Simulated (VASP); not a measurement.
Set up this calculation in VASP 6.6.1, as the native input.

```yaml
Task: single point
Functional: PBE
Potentials_or_basis: VASP PAW PBE potentials, release 64 (K_sv, Br)
Cutoff: 520 eV
k_mesh: 6 × 6 × 6
Occupations: fermi-dirac, width 0.02 eV
Spin: no spin polarisation
Dipole_correction: no
Further_INCAR_settings: ALGO = Normal; EDIFF = 1e-06; NBANDS = 15
```

The structure of KBr lies in POSCAR:

```
KBr
1.0
    0.0878544637      3.3283502496      3.3283502496
    3.3283502496      0.0878544637      3.3283502496
    3.3283502496      3.3283502496      0.0878544637
K Br
1 1
Direct
    0.0000000000      0.0000000000      0.0000000000
    0.5000000000      0.5000000000      0.5000000000
```

This cell differs from its parent crystal: epitaxial 111 strain -1.9%.

The input as run:

INCAR

```
ALGO = Normal ; EDIFF = 1E-6
ENCUT = 520 ; GGA = PE
ISIF = 2 ; ISMEAR = -1
LASPH = True ; LCHARG = False
LREAL = False ; LWAVE = False
NBANDS = 15 ; NELM = 80
PREC = Accurate ; SIGMA = 0.02
```

KPOINTS

```
k-points
0
Gamma
  6 6 6
```

Potentials or basis: VASP PAW PBE potentials, release 64 (K_sv, Br).

Run with:

```sh
$ cat potpaw_PBE.64/K_sv/POTCAR potpaw_PBE.64/Br/POTCAR > POTCAR
$ mpirun -np 1 vasp_std > vasp.out
```

It gave:

```json
{
  "Pressure": "1.0 GPa",
  "Band gap on the k mesh": "4.43 eV"
}
```

Caveat: the cell differs from its parent crystal (epitaxial 111 strain -1.9%).

Wall time 27 s on 1 thread of Intel(R) Xeon(R) Platinum 8488C (Sapphire Rapids), on a shared host, peak memory 0.21 GiB.
